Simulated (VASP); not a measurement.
A run of VASP 6.6.1 is set up as follows.

POSCAR

```
CuI
1.0
    4.1053934722      0.0000000000      0.0000000000
    0.0000000000      4.0551101069      0.0000000000
    0.0000000000      0.0000000000      6.3456837528
Cu I
2 2
Direct
    0.5000000000      0.5000000000     -0.0021961599
    0.0000000000      0.0000000000      0.0021961599
    0.5000000000      0.0000000000      0.2650469183
    0.0000000000      0.5000000000      0.7349530817
```

INCAR.step1

```
SYSTEM = CuI
PREC     = Accurate       ! precision mode
ENCUT    = 520            ! plane-wave cutoff, eV
ISMEAR   = 0              ! smearing method
SIGMA    = 0.01           ! smearing width, eV
LREAL    = .False.        ! projectors in reciprocal space
LASPH    = .True.         ! aspherical terms in the spheres
NELM     = 80             ! most SCF steps
NBANDS   = 26             ! bands
GGA      = PE             ! functional
ALGO     = Normal         ! electronic algorithm
EDIFF    = 1E-4           ! SCF threshold, eV
LWAVE    = .True.         ! write WAVECAR
LCHARG   = .False.        ! write CHGCAR
```

File INCAR.step2:

```
SYSTEM = CuI
PREC     = Accurate       ! precision mode
ENCUT    = 520            ! plane-wave cutoff, eV
EDIFF    = 1E-7           ! SCF threshold, eV
ISMEAR   = 0              ! smearing method
SIGMA    = 0.01           ! smearing width, eV
LREAL    = .False.        ! projectors in reciprocal space
LASPH    = .True.         ! aspherical terms in the spheres
NELM     = 80             ! most SCF steps
ALGO     = Normal         ! electronic algorithm
ISIF     = 2              ! what is computed and relaxed
LWAVE    = .False.        ! write WAVECAR
LCHARG   = .False.        ! write CHGCAR
METAGGA  = R2SCAN         ! meta-GGA
LMIXTAU  = .True.       
NBANDS   = 26             ! bands
ISTART   = 1
```

File KPOINTS:

```
Automatic mesh
0
Gamma
  6 6 4
  0 0 0
```

Potentials or basis: VASP PAW PBE potentials, release 64 (Cu, I).

Launch:

```console
$ cat potpaw_PBE.64/Cu/POTCAR potpaw_PBE.64/I/POTCAR > POTCAR
$ cp INCAR.step1 INCAR
$ mpirun -np 1 vasp_std > vasp.out
$ cp INCAR.step2 INCAR
$ mpirun -np 1 vasp_std > vasp.out
```

Estimate the band gap on the k mesh.

2.05 eV, direct.

Estimate the pressure.

0.7 GPa.

Stress tensor (GPa, compression positive):
```
0.32 0.00 0.00
0.00 1.02 0.00
0.00 0.00 0.85
```

Caveat: the cell differs from its parent crystal (uniaxial x strain +1.2%); the PAW data sets were made with another functional, which shifts forces and pressure a little; spin-orbit coupling is left out, which moves the levels of the heavy elements.
